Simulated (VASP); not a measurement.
# Li (P6_3/mmc) in VASP: notebook, part 2 of 2

VASP 6.6.1. Earlier steps stand in the parts before.

## (4) Single point, PBE

This run uses another cell than the first one, of 12.26 Å³/atom, 0.997 times its volume.

Contents of INCAR:

```
SYSTEM = Li
ALGO     = Normal         ! electronic algorithm
EDIFF    = 1E-6           ! SCF threshold, eV
ENCUT    = 520            ! plane-wave cutoff, eV
GGA      = PE             ! functional
ISIF     = 2              ! what is computed and relaxed
ISMEAR   = -1             ! smearing method
LASPH    = .True.         ! aspherical terms in the spheres
LCHARG   = .True.         ! write CHGCAR
LELF     = .True.         ! ELF
LREAL    = .False.        ! projectors in reciprocal space
LVHAR    = .True.       
LWAVE    = .False.        ! write WAVECAR
NBANDS   = 10             ! bands
NELM     = 100            ! most SCF steps
PREC     = Accurate       ! precision mode
SIGMA    = 0.08           ! smearing width, eV
```

Contents of KPOINTS:

```
k-points
0
Gamma
  17 17 9
  0 0 0
```

Contents of POSCAR:

```
Li
1.0
    2.5841157713      0.0000000000      0.0000000000
   -1.2920578856      2.2379099043      0.0000000000
    0.0000000000      0.0000000000      4.2408426759
Li
2
Direct
    0.3333333333      0.6666666667      0.2500000000
    0.6666666667      0.3333333333      0.7500000000
```

Potentials or basis: VASP PAW PBE potentials, release 64 (Li_sv).

Launch:

```
cat potpaw_PBE.64/Li_sv/POTCAR > POTCAR
mpirun -np 1 vasp_std > vasp.out
```

OUTCAR:

```text
SYSTEM = Li
   EDIFF = 1E-6
   ENCUT = 520
   GGA = PE
   ISIF = 2
   ISMEAR = -1
   LASPH = .True.
   LREAL = .False.
   NELM = 100
   PREC = Accurate

 ion  position               nearest neighbor table
   1  0.333  0.667  0.250-   2 2.59   2 2.59   2 2.59   2 2.59   2 2.59   2 2.59
   2  0.667  0.333  0.750-   1 2.59   1 2.59   1 2.59   1 2.59   1 2.59   1 2.59

  LATTYP: Found a hexagonal cell.
 ALAT       =     2.5841157713
 C/A-ratio  =     1.6411194587

  Lattice vectors:

 A1 = (   2.5841157713,   0.0000000000,   0.0000000000)
 A2 = (  -1.2920578856,   2.2379099043,   0.0000000000)
 A3 = (   0.0000000000,   0.0000000000,   4.2408426759)

Analysis of symmetry for initial positions (statically):
=====================================================================
 Subroutine PRICEL returns:
 Original cell was already a primitive cell.

 Routine SETGRP: Setting up the symmetry group for a
 hexagonal supercell.

 Subroutine GETGRP returns: Found 24 space group operations
 (whereof 12 operations were pure point group operations)
 out of a pool of 24 trial point group operations.

The static configuration has the point symmetry D_3d.
 The point group associated with its full space group is D_6h.

Analysis of symmetry for dynamics (positions and initial velocities):
=====================================================================
 Subroutine PRICEL returns:
 Original cell was already a primitive cell.

 Routine SETGRP: Setting up the symmetry group for a
 hexagonal supercell.

 Subroutine GETGRP returns: Found 24 space group operations
 (whereof 12 operations were pure point group operations)
 out of a pool of 24 trial point group operations.

The dynamic configuration has the point symmetry D_3d.
 The point group associated with its full space group is D_6h.

 Subroutine INISYM returns: Found 24 space group operations
 (whereof 12 operations are pure point group operations),
 and found     1 'primitive' translations

----------------------------------------------------------------------------------------

                                     Primitive cell

  volume of cell :      24.5249

  direct lattice vectors                    reciprocal lattice vectors
     2.584115771  0.000000000  0.000000000     0.386979566  0.223422757  0.000000000
    -1.292057886  2.237909904  0.000000000     0.000000000  0.446845513  0.000000000
     0.000000000  0.000000000  4.240842676     0.000000000  0.000000000  0.235802192

  length of vectors
     2.584115771  2.584115771  4.240842676     0.446845513  0.446845513  0.235802192

  position of ions in fractional coordinates (direct lattice)
     0.333333333  0.666666667  0.250000000
     0.666666667  0.333333333  0.750000000

  ion indices of the primitive-cell ions
   primitive index   ion index
                 1           1
                 2           2

----------------------------------------------------------------------------------------

 KPOINTS: k-points

Automatic generation of k-mesh.
 Grid dimensions read from file:
 generate k-points for:   17   17    9

[... 21 lines left out ...]
  0.058824  0.000000  0.000000      6.000000
  0.117647  0.000000  0.000000      6.000000
  0.176471  0.000000  0.000000      6.000000
  0.235294  0.000000  0.000000      6.000000
  0.294118  0.000000  0.000000      6.000000
[... 16 lines left out ...]
  0.411765  0.117647  0.000000     12.000000
  0.176471  0.176471  0.000000      6.000000
 [... further k-points ...]
   k-points           NKPTS =    165   k-points in BZ     NKDIM =    165   number of bands    NBANDS=     10
   number of dos      NEDOS =    301   number of ions     NIONS =      2
   total plane-waves  NPLWV =  12800
   dimension x,y,z NGX =    20 NGY =   20 NGZ =   32
   dimension x,y,z NGXF=    40 NGYF=   40 NGZF=   64
   ions per type =               2
   NGX,Y,Z   is equivalent  to a cutoff of  12.87, 12.87, 12.54 a.u.
   NGXF,Y,Z  is equivalent  to a cutoff of  25.73, 25.73, 25.09 a.u.
 SYSTEM =  Li
   PREC   = accura    normal or accurate (medium, high low for compatibility)
   ISTART =      0    job   : 0-new  1-cont  2-samecut
   ICHARG =      2    charge: 1-file 2-atom 10-const
   ISPIN  =      1    spin polarized calculation?
   LNONCOLLINEAR =      F non collinear calculations
   LSORBIT =      F    spin-orbit coupling
   LASPH  =      T    aspherical Exc in radial PAW
   ENCUT  =  520.0 eV  38.22 Ry    6.18 a.u.   4.80  4.80  7.89*2*pi/ulx,y,z
   NELM   =    100;   NELMIN=  2; NELMDL= -5     # of ELM steps
   EDIFF  = 0.1E-05   stopping-criterion for ELM
   LREAL  =      F    real-space projection
   EDIFFG = 0.1E-04   stopping-criterion for IOM
   NSW    =      0    number of steps for IOM
   IBRION =     -1    ionic relax: 0-MD 1-quasi-New 2-CG
   NFREE  =      0    steps in history (QN), initial steepest desc. (CG)
   ISIF   =      2    stress and relaxation
   ISYM   =      2    0-nonsym 1-usesym 2-fastsym
   POTIM  = 0.5000    time-step for ionic-motion
   TEBEG  =    0.0;   TEEND  =   0.0 temperature during run
   PSTRESS=    0.0 pullay stress
   NELECT =       6.0000    total number of electrons
   NUPDOWN=      -1.0000    fix difference up-down
   EMIN   =  10.00;   EMAX   =-10.00  energy-range for DOS
   EFERMI =   0.00;   METHOD = LEGACY
   ISMEAR =    -1;   SIGMA  =   0.08  broadening in eV -4-tet -1-fermi 0-gaus
   EFERMI_NEDOS =   21; number of points for ismear=-14 and -15
   IALGO  =     38    algorithm
   IMIX   =      4    mixing-type and parameters
     AMIX     =   0.40;   BMIX     =  1.00
     AMIX_MAG =   1.60;   BMIX_MAG =  1.00
  volume/ion in A,a.u.               =      12.26        82.75
  Fermi-wavevector in a.u.,A,eV,Ry     =   1.023897  1.934885 14.263877  1.048365
  Thomas-Fermi vector in A             =   2.157655
   LORBIT       =      0    0 simple, 1 ext, 2 COOP (PROOUT), +10 PAW based schemes
   GGA     = PE    functional components
   LHFCALC =     F    Hartree Fock is set to
   AEXX    =    0.0000 exact exchange contribution
   IVDW    =     0    specifies the selected vdW correction
   LEPSILON=     F    determine dielectric tensor
   LRPA    =     F    only Hartree local field effects (RPA)
 non-spin polarized calculation
  energy-cutoff  :      520.00
  volume of cell :       24.52
 maximum number of plane-waves:       672
 NGX is ok and might be reduce to    20
   NGX =  9   NGY =  9   NGZ = 15

 number of electron       5.9999998 magnetization

 Free energy of the ion-electron system (eV)
  ---------------------------------------------------
  ext. energy  EPLUGINS =         0.00000000
  ---------------------------------------------------
  free energy    TOTEN  =        -3.26421142 eV

  energy without entropy =       -3.24492522  energy(sigma->0) =       -3.25456832

 E-fermi :   2.3746     XC(G=0):  -8.3919

 val. band max:        2.3498949283   @ k =   0.0588   0.0588   0.0000
 cond. band min:       2.4072013866   @ k =   0.4706   0.0588   0.2222
 fundamental gap:      0.0573064583
 Fermi energy:         2.3746483222

 k-point     1 :       0.0000    0.0000    0.0000
  band No.  band energies     occupation
      1     -43.4663      2.00000
      2     -43.3529      2.00000
      3      -1.6810      2.00000
      4       2.0428      1.96889
      5       7.3804      0.00000
      6      20.0864      0.00000
      7      20.0864      0.00000
      8      21.9609      0.00000
      9      21.9609      0.00000
     10      22.8299      0.00000
[... 287 lines left out ...]
 k-point    24 :       0.1765    0.1765    0.0000
  band No.  band energies     occupation
      1     -43.3928      2.00000
      2     -43.3228      2.00000
      3       0.0092      2.00000
      4       4.7971      0.00000
      5       7.0283      0.00000
      6      11.1387      0.00000
      7      13.9573      0.00000
      8      17.7133      0.00000
      9      19.8278      0.00000
     10      19.8292      0.00000

 [... further k-points ...]

------------------------ aborting loop because EDIFF is reached ----------------------------------------

  FORCE on cell =-STRESS in cart. coord.  units (eV):
  Direction    XX          YY          ZZ          XY          YZ          ZX
  --------------------------------------------------------------------------------------
  -------------------------------------------------------------------------------------
  Total        2.4308798      2.4308798      2.4315708      0.0000000      0.0000000      0.0000000
  in kB      158.8061591    158.8061591    158.8512993      0.0000000      0.0000000      0.0000000
  external PRESSURE =     158.8212058 kB  Pullay stress =       0.0000000 kB

 VOLUME and BASIS-vectors are now :
 -----------------------------------------------------------------------------
  energy-cutoff  :      520.00
  volume of cell :       24.52
      direct lattice vectors                 reciprocal lattice vectors
     2.584115771  0.000000000  0.000000000     0.386979566  0.223422757  0.000000000
    -1.292057886  2.237909904  0.000000000     0.000000000  0.446845513  0.000000000
     0.000000000  0.000000000  4.240842676     0.000000000  0.000000000  0.235802192

 POSITION                                       TOTAL-FORCE (eV/Angst)
 -----------------------------------------------------------------------------------
     -0.00000      1.49194      1.06021         0.000000      0.000000      0.000000
      1.29206      0.74597      3.18063        -0.000000      0.000000      0.000000
 -----------------------------------------------------------------------------------
    total drift:                               -0.000000      0.000000      0.000000

  FREE ENERGIE OF THE ION-ELECTRON SYSTEM (eV)
  ---------------------------------------------------
  free  energy   TOTEN  =        -3.2642114224 eV

  energy  without entropy=       -3.2449252166  energy(sigma->0) =       -3.25456832
```

It took 44 s on 1 thread of Intel Xeon 8259CL, shared host; peak memory 0.15 GiB.

What came out:

```yaml
Free_energy: -3.2642 eV
Band_gap_on_the_k_mesh: zero (band 3 reaches 4.82 eV, above the bottom of band 4 at -0.17 eV)
```

Caveat: the cutoff is under 1.25 times the usual one of these potentials, so pressure, stress and relaxed cells hold a basis-set (Pulay) error.

## (5) Single point, PBE

This run uses another cell than the first one, of 12.26 Å³/atom, 0.997 times its volume.

Contents of INCAR:

```
PREC = Accurate ; ENCUT = 520
EDIFF = 1E-6 ; ISMEAR = -1
SIGMA = 0.08 ; LREAL = F
LASPH = T ; NELM = 100
ALGO = Normal ; ISIF = 2
LWAVE = F ; LCHARG = F
GGA = PE ; NBANDS = 10
```

Contents of KPOINTS:

```
regular mesh
0
Gamma
  17 17 9
```

Contents of POSCAR:

```
Li
1.0
    2.5841157714     -0.0000000001      0.0000000000
   -1.2920578856      2.2379099044      0.0000000000
    0.0000000000      0.0000000000      4.2408426759
Li
2
Direct
    0.3333333333      0.6666666667      0.2500000000
    0.6666666667      0.3333333333      0.7500000000
```

Launch:

```
cat potpaw_PBE.64/Li_sv/POTCAR > POTCAR
mpirun -np 1 vasp_std > vasp.out
```

Wall time 44 s (1 thread of Intel Xeon 8259CL, shared host); peak memory 0.15 GiB.

It converged, with:

```
Free energy            : -3.2642 eV
Band gap on the k mesh : zero (band 3 reaches 4.82 eV, above the bottom of band 4 at -0.17 eV)
```

Levels at points of the mesh, in eV from the Fermi level:
```
           k point  band 1  band 2  band 3  band 4  band 5  band 6
(0.00, 0.00, 0.00)  -45.84  -45.73   -4.06   -0.33    5.01   17.71
```

Caveat: the cutoff is under 1.25 times the usual one of these potentials, so pressure, stress and relaxed cells hold a basis-set (Pulay) error.

## (6) Summary

| task | cell | cutoff (eV) | gap on the mesh (eV) | pressure (GPa) |
| --- | --- | --- | --- | --- |
| relaxation of cell and atoms | relaxed to 16 GPa from a = 2.598, b = 2.598, c = 4.208 Å, angles 90.0, 90.0, 120.0°, 2 atoms | 600 | none | 16.0 |
| relaxation of cell and atoms | relaxed to 16 GPa from a = 2.584, b = 2.584, c = 4.241 Å, angles 90.0, 90.0, 120.0°, 2 atoms | 600 | none | 16.0 |
| single point | a = 2.584, b = 2.584, c = 4.241 Å, angles 90.0, 90.0, 120.0°, 2 atoms | 520 | none | - |

Alike in all rows: level PBE; potentials or basis VASP PAW PBE potentials, release 64 (Li_sv); no spin polarisation; k mesh 17 × 17 × 9; smearing fermi-dirac 0.08 eV.

Caveats: the cutoff is under 1.25 times the usual one of these potentials, so pressure, stress and relaxed cells hold a basis-set (Pulay) error; the cell is relaxed towards a set pressure, so the enthalpy falls and the energy may rise (some runs).

Total energies depend on the potentials used, so only differences within one code and one set of settings carry meaning.
